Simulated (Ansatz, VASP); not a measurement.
## CdAu2S2 in VASP and in Ansatz

File INCAR:

```
SYSTEM = CdAu2S2
PREC = Accurate
ENCUT = 520
EDIFF = 1E-6
ISMEAR = 0
SIGMA = 0.1
LREAL = .False.
LASPH = .True.
NELM = 60
ALGO = Normal
ISIF = 2
LWAVE = .False.
LCHARG = .True.
GGA = PE
LELF = .True.
LVHAR = .True.
NBANDS = 31
```

KPOINTS

```
regular mesh
0
Gamma
  4 4 4
  0 0 0
```

POSCAR

```
CdAu2S2
1.0
    5.5242512300      0.0000000000      0.0000000000
    0.0000000000      5.5242512300      0.0000000000
    0.0000000000      0.0000000000      4.3385157200
Cd S Au
1 2 2
Direct
    0.0000000000      0.0000000000      0.5000000000
    0.0000000000      0.5000000000      0.5000000000
    0.5000000000      0.0000000000      0.5000000000
    0.0000000000      0.5000000000      0.0000000000
    0.5000000000      0.0000000000      0.0000000000
```

Input for Ansatz:

```yaml
crystal:
  lattice:
    - [5.52425123, 0.0, 0.0]
    - [0.0, 5.52425123, 0.0]
    - [0.0, 0.0, 4.33851572]
  atoms:
    - { symbol: Cd, position: [0.0, 0.0, 0.5] }
    - { symbol: S, position: [0.0, 0.5, 0.5] }
    - { symbol: S, position: [0.5, 0.0, 0.5] }
    - { symbol: Au, position: [0.0, 0.5, 0.0] }
    - { symbol: Au, position: [0.5, 0.0, 0.0] }
basis:
  ecutwfc: 420
kpoints:
  mp_grid: { grid: [4, 4, 4] }
hamiltonian:
  xc: pbe
scf:
  occupations: { method: gaussian, width: 0.1 }
  lower_state_search: "off"
output:
  forces: true
  stress: true
  eigenvalues: true
```

Alike in both runs: task single point; functional PBE; k mesh 4 × 4 × 4; occupations gaussian, width 0.1 eV; no spin polarisation.

```csv
,VASP,Ansatz
version,VASP 6.6.1,Ansatz 0.2.0
potentials or method,"VASP PAW PBE potentials, release 64 (Cd, S, Au), cutoff 520 eV","scalar-relativistic, plane waves, PAW"
valence electrons in the cell,46,70
```

Ansatz gave:

* gap on the k mesh at the Fermi level (eV): none
* pressure (GPa): 6.5
* traceless stress, the component that is largest in VASP (GPa): 14.85

Estimate VASP's values.

gap on the k mesh at the Fermi level (eV): none; pressure (GPa): 6.5; traceless stress, the component that is largest in VASP (GPa): 14.59.

A gap of «none» marks a metal or a gap that the smearing closes. With one functional, cell and mesh, what is left measures potentials, basis and numerics. VASP's potentials hold 46 valence electrons a cell and Ansatz's 70, so a difference there can come from the potentials and not from the codes.

The k mesh is coarse, so the values compare programs but aren't converged. Neither program's run includes spin-orbit coupling.
